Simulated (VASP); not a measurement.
# Pt in VASP: a series of runs, part 2 of 2

VASP 6.6.1. Earlier steps stand in the parts before.

### 3 Single point, PBE (normal strain along x -0.1500, normal strain along y -0.1000)

INCAR reads:

```
SYSTEM = Pt
PREC = Accurate
ENCUT = 520
EDIFF = 1E-7
ISMEAR = 0
SIGMA = 0.15
LREAL = .FALSE.
LASPH = .TRUE.
NELM = 60
ALGO = Fast
ISIF = 2
LWAVE = .FALSE.
LCHARG = .FALSE.
GGA = PE
NBANDS = 17
```

KPOINTS reads:

```
Automatic mesh
0
G
  18 18 10
  0 0 0
```

POSCAR reads:

```
Pt
1.0
    2.3447586725      0.0000000000      0.0000000000
   -1.1723793363      2.1500688453      0.0000000000
    0.0000000000      0.0000000000      4.7813829983
Pt
2
Direct
    0.6666666667      0.3333333333      0.7500000000
    0.3333333333      0.6666666667      0.2500000000
```

Potentials or basis: VASP PAW PBE potentials, release 64 (Pt).

The run is started by

```
$ cat potpaw_PBE.64/Pt/POTCAR > POTCAR
$ mpirun -np 1 vasp_std > vasp.out
```

OUTCAR:

```text
SYSTEM = Pt
   PREC = Accurate
   ENCUT = 520
   EDIFF = 1E-7
   ISMEAR = 0
   LREAL = .FALSE.
   LASPH = .TRUE.
   NELM = 60
   ISIF = 2
   GGA = PE

 ion  position               nearest neighbor table
   1  0.667  0.333  0.750-   2 2.76   2 2.76   2 2.76   2 2.76   2 2.79   2 2.79
   2  0.333  0.667  0.250-   1 2.76   1 2.76   1 2.76   1 2.76   1 2.79   1 2.79

  LATTYP: Found a base centered orthorhombic cell.
 ALAT       =     2.3447586725
 B/A-ratio  =     1.8339361492
 C/A-ratio  =     2.0391791507

  Lattice vectors:

[... 672 lines left out ...]

  FORCE on cell =-STRESS in cart. coord.  units (eV):
  Direction    XX          YY          ZZ          XY          YZ          ZX
  --------------------------------------------------------------------------------------
  -------------------------------------------------------------------------------------
  Total       35.4417743     25.9729960      9.9940157     -0.0000000      0.0000000      0.0000000
  in kB     2355.7108790   1726.3489357    664.2729406     -0.0000000      0.0000000      0.0000000
  external PRESSURE =    1582.1109184 kB  Pullay stress =       0.0000000 kB

 VOLUME and BASIS-vectors are now :
 -----------------------------------------------------------------------------
  energy-cutoff  :      520.00
  volume of cell :       24.10
      direct lattice vectors                 reciprocal lattice vectors
     2.344758672  0.000000000  0.000000000     0.426483122  0.232550693  0.000000000
    -1.172379336  2.150068845  0.000000000     0.000000000  0.465101386  0.000000000
     0.000000000  0.000000000  4.781382998     0.000000000  0.000000000  0.209144509

 POSITION                                       TOTAL-FORCE (eV/Angst)
 -----------------------------------------------------------------------------------
      1.17238      0.71669      3.58604        -0.000000      0.010236      0.000000
     -0.00000      1.43338      1.19535         0.000000     -0.010236     -0.000000
 -----------------------------------------------------------------------------------
    total drift:                               -0.000000      0.000000     -0.000000

  FREE ENERGIE OF THE ION-ELECTRON SYSTEM (eV)
  ---------------------------------------------------
  free  energy   TOTEN  =        -8.6547945759 eV

  energy  without entropy=       -8.6344467910  energy(sigma->0) =       -8.64462068
```

stdout:

```text
POSCAR found type information on POSCAR Pt
 POSCAR found :  1 types and       2 ions
 scaLAPACK will be used
 LDA part: xc-table for (Slater+PW92), standard interpolation
 POSCAR, INCAR and KPOINTS ok, starting setup
 FFT: planning ... GRIDC
 FFT: planning ... GRID_SOFT
 FFT: planning ... GRID
 WAVECAR not read
 entering main loop
```

It took 3.5 min on 1 thread of Intel Xeon Platinum 8259CL at 2.50GHz (Skylake/Cascade Lake), shared host; peak memory 0.29 GiB.

Results:

| Quantity | Value |
| --- | --- |
| Free energy | -8.6548 eV |
| Pressure | 158.2 GPa |
| Largest force | 0.010 eV/Å |
| Band gap on the k mesh | zero (band 10 reaches 17.78 eV, above the bottom of band 11 at 14.88 eV) |

Forces in eV/Å, atoms in the order of the input:
```
Pt   0.000  0.010  0.000
Pt   0.000 -0.010  0.000
```

Stress tensor (GPa, compression positive):
```
235.57   0.00   0.00
  0.00 172.63   0.00
  0.00   0.00  66.43
```

Caveat: the cell differs from its parent crystal (normal strain along x -0.1500, normal strain along y -0.1000); spin-orbit coupling is left out, which moves the levels of the heavy elements.

### 4 Single point, PBE (normal strain along x -0.1000, normal strain along y -0.1500)

INCAR reads:

```
SYSTEM = Pt
  PREC = Accurate
  ENCUT = 520
  EDIFF = 1E-7
  ISMEAR = 0
  SIGMA = 0.15
  LREAL = .FALSE.
  LASPH = .TRUE.
  NELM = 60
  ALGO = Fast
  ISIF = 2
  LWAVE = .FALSE.
  LCHARG = .TRUE.
  GGA = PE
  LELF = .TRUE.
  LVHAR = .TRUE.
  NBANDS = 17
```

KPOINTS is that of step 3.

POSCAR reads:

```
Pt
1.0
    2.4826856532      0.0000000000      0.0000000000
   -1.2413428266      2.0306205761      0.0000000000
    0.0000000000      0.0000000000      4.7813829983
Pt
2
Direct
    0.6666666667      0.3333333333      0.7500000000
    0.3333333333      0.6666666667      0.2500000000
```

The run is started by

```
$ cat potpaw_PBE.64/Pt/POTCAR > POTCAR
$ mpirun -np 1 vasp_std > vasp.out
```

Wall time 3.3 min (1 thread of Intel Xeon Platinum 8259CL at 2.50GHz (Skylake/Cascade Lake), shared host); peak memory 0.29 GiB.

The run converged. Its results:

| Quantity | Value |
| --- | --- |
| Free energy | -8.6667 eV |
| Pressure | 158.0 GPa |
| Largest force | 0.013 eV/Å |
| Band gap on the k mesh | zero (band 10 reaches 18.09 eV, above the bottom of band 11 at 14.81 eV) |

Forces on the atoms (eV/Å):
```
Pt   0.000  0.013  0.000
Pt   0.000 -0.013  0.000
```

Stress tensor (GPa, compression positive):
```
176.67   0.00   0.00
  0.00 231.25   0.00
  0.00   0.00  66.22
```

Levels at points of the mesh, in eV from the Fermi level:
```csv
k point,band 6,band 7,band 8,band 9,band 10,band 11,band 12,band 13,band 14,band 15
"(0.00, 0.00, 0.00)",-4.45,-4.15,-2.98,-1.62,-1.27,-0.16,0.16,4.66,13.24,15.00
"(0.50, 0.00, 0.00)",-3.37,-3.23,-0.18,1.45,1.56,3.15,4.85,8.76,9.76,12.32
"(0.00, 0.50, 0.00)",-4.13,-3.01,-0.70,1.97,2.10,3.47,5.62,9.22,10.80,12.83
"(0.00, 0.00, 0.50)",-6.04,-4.37,-4.37,-0.80,-0.80,-0.45,-0.45,10.80,10.80,15.56
"(0.50, 0.00, 0.50)",-1.92,-1.63,-1.63,1.42,1.42,1.75,1.75,9.56,9.56,13.67
"(0.00, 0.50, 0.50)",-2.66,-1.39,-1.39,2.04,2.04,2.25,2.25,10.47,10.47,14.32
```

Caveat: the cell differs from its parent crystal (normal strain along x -0.1000, normal strain along y -0.1500); spin-orbit coupling is left out, which moves the levels of the heavy elements.

### 5 Single point, PBE (normal strain along x +0.1500, normal strain along y +0.1000)

INCAR reads:

```
SYSTEM = Pt
PREC = Accurate ; ENCUT = 520
EDIFF = 1E-7 ; ISMEAR = 0
SIGMA = 0.15 ; LREAL = .False.
LASPH = .True. ; NELM = 60
ALGO = Fast ; ISIF = 2
LWAVE = .False. ; LCHARG = .True.
GGA = PE ; LELF = .True.
LVHAR = .True. ; NBANDS = 17
```

KPOINTS reads:

```
regular mesh
0
Gamma
  18 18 10
  0 0 0
```

POSCAR reads:

```
Pt
1.0
    3.1723205569      0.0000000000      0.0000000000
   -1.5861602785      2.6278619220      0.0000000000
    0.0000000000      0.0000000000      4.7813829983
Pt
2
Direct
    0.6666666667      0.3333333333      0.7500000000
    0.3333333333      0.6666666667      0.2500000000
```

The run is started by

```
$ cat potpaw_PBE.64/Pt/POTCAR > POTCAR
$ mpirun -np 1 vasp_std > vasp.out
```

Wall time 5.2 min (1 thread of Intel Xeon Platinum 8259CL at 2.50GHz (Skylake/Cascade Lake), shared host); peak memory 0.4 GiB.

The run converged. Its results:

| Property | Result |
| --- | --- |
| Free energy | -11.0354 eV |
| Pressure | -29.0 GPa |
| Largest force | 0.021 eV/Å |
| Band gap on the k mesh | zero (band 10 reaches 6.88 eV, above the bottom of band 11 at 6.14 eV) |

Forces on the atoms (eV/Å):
```
Pt   0.000  0.021  0.000
Pt   0.000 -0.021  0.000
```

Stress tensor (GPa, compression positive):
```
-28.82   0.00   0.00
  0.00 -29.77   0.00
  0.00   0.00 -28.46
```

Levels at points of the mesh, in eV from the Fermi level:
| k point | band 8 | band 9 | band 10 | band 11 | band 12 | band 13 |
| --- | --- | --- | --- | --- | --- | --- |
| (0.00, 0.00, 0.00) | -1.77 | -1.68 | -0.24 | -0.17 | 0.97 | 4.66 |
| (0.50, 0.00, 0.00) | -0.24 | 0.02 | 0.20 | 1.53 | 2.32 | 7.00 |
| (0.00, 0.50, 0.00) | -0.13 | 0.12 | 0.17 | 1.77 | 2.63 | 7.32 |
| (0.00, 0.00, 0.50) | -2.24 | -0.65 | -0.65 | -0.53 | -0.53 | 12.69 |
| (0.50, 0.00, 0.50) | -0.50 | -0.05 | -0.05 | 1.68 | 1.68 | 4.54 |
| (0.00, 0.50, 0.50) | -0.45 | 0.02 | 0.02 | 1.96 | 1.96 | 4.96 |

Caveat: the cell differs from its parent crystal (normal strain along x +0.1500, normal strain along y +0.1000); spin-orbit coupling is left out, which moves the levels of the heavy elements.

### 6 Single point, PBE (normal strain along x +0.1000, normal strain along y +0.1500)

INCAR reads:

```
  ALGO = Fast
  EDIFF = 1E-7
  ENCUT = 520
  GGA = PE
  ISIF = 2
  ISMEAR = 0
  LASPH = T
  LCHARG = T
  LELF = T
  LREAL = F
  LVHAR = T
  LWAVE = F
  NBANDS = 17
  NELM = 80
  PREC = Accurate
  SIGMA = 0.15
```

KPOINTS reads:

```
k-points
0
Gamma
  18 18 10
```

POSCAR reads:

```
Pt
1.0
    3.0343935762      0.0000000000      0.0000000000
   -1.5171967881      2.7473101912      0.0000000000
    0.0000000000      0.0000000000      4.7813829983
Pt
2
Direct
    0.6666666667      0.3333333333      0.7500000000
    0.3333333333      0.6666666667      0.2500000000
```

Potentials or basis: VASP PAW PBE potentials, release 64 (Pt).

The run is started by

```
$ cat potpaw_PBE.64/Pt/POTCAR > POTCAR
$ mpirun -np 1 vasp_std > vasp.out
```

It took 5.4 min on 1 thread of Intel Xeon Platinum 8259CL at 2.50GHz (Skylake/Cascade Lake), shared host; peak memory 0.4 GiB.

The run converged. Its results:

- Free energy: -11.0349 eV
- Pressure: -29.0 GPa
- Largest force: 0.016 eV/Å
- Band gap on the k mesh: zero (band 10 reaches 6.89 eV, above the bottom of band 11 at 6.14 eV)

Forces in eV/Å, atoms in the order of the input:
```
Pt   0.000 -0.016  0.000
Pt   0.000  0.016  0.000
```

Stress tensor (GPa, compression positive):
```
-29.59   0.00   0.00
  0.00 -28.90   0.00
  0.00   0.00 -28.50
```

Levels at points of the mesh, in eV from the Fermi level:
| k point | band 8 | band 9 | band 10 | band 11 | band 12 | band 13 |
| --- | --- | --- | --- | --- | --- | --- |
| (0.00, 0.00, 0.00) | -1.76 | -1.69 | -0.24 | -0.16 | 0.97 | 4.66 |
| (0.50, 0.00, 0.00) | -0.19 | 0.07 | 0.18 | 1.70 | 2.54 | 7.22 |
| (0.00, 0.50, 0.00) | -0.24 | 0.02 | 0.22 | 1.43 | 2.19 | 6.90 |
| (0.00, 0.00, 0.50) | -2.24 | -0.65 | -0.65 | -0.53 | -0.53 | 12.69 |
| (0.50, 0.00, 0.50) | -0.47 | -0.01 | -0.01 | 1.87 | 1.87 | 4.83 |
| (0.00, 0.50, 0.50) | -0.51 | -0.06 | -0.06 | 1.59 | 1.59 | 4.39 |

Caveat: the cell differs from its parent crystal (normal strain along x +0.1000, normal strain along y +0.1500); spin-orbit coupling is left out, which moves the levels of the heavy elements.

### 7 The runs side by side

```csv
cell,gap on the mesh (eV),pressure (GPa),largest force (eV/Å)
"a = 2.896, b = 2.896, c = 4.781 Å, angles 90.0, 90.0, 120.0°, 2 atoms",none,-18.5,-
"a = 2.345, b = 2.449, c = 4.781 Å, angles 90.0, 90.0, 118.6°, 2 atoms",none,158.2,0.01
"a = 2.483, b = 2.380, c = 4.781 Å, angles 90.0, 90.0, 121.4°, 2 atoms",none,158.0,0.01
"a = 3.172, b = 3.069, c = 4.781 Å, angles 90.0, 90.0, 121.1°, 2 atoms",none,-29.0,0.02
"a = 3.034, b = 3.138, c = 4.781 Å, angles 90.0, 90.0, 118.9°, 2 atoms",none,-29.0,0.02
```

Alike in all rows: task single point; level PBE; potentials or basis VASP PAW PBE potentials, release 64 (Pt); no spin polarisation; k mesh 18 × 18 × 10; cutoff (eV) 520; smearing gaussian 0.15 eV.

Caveats: spin-orbit coupling is left out, which moves the levels of the heavy elements.

Total energies depend on the potentials used, so only differences within one code and one set of settings carry meaning.
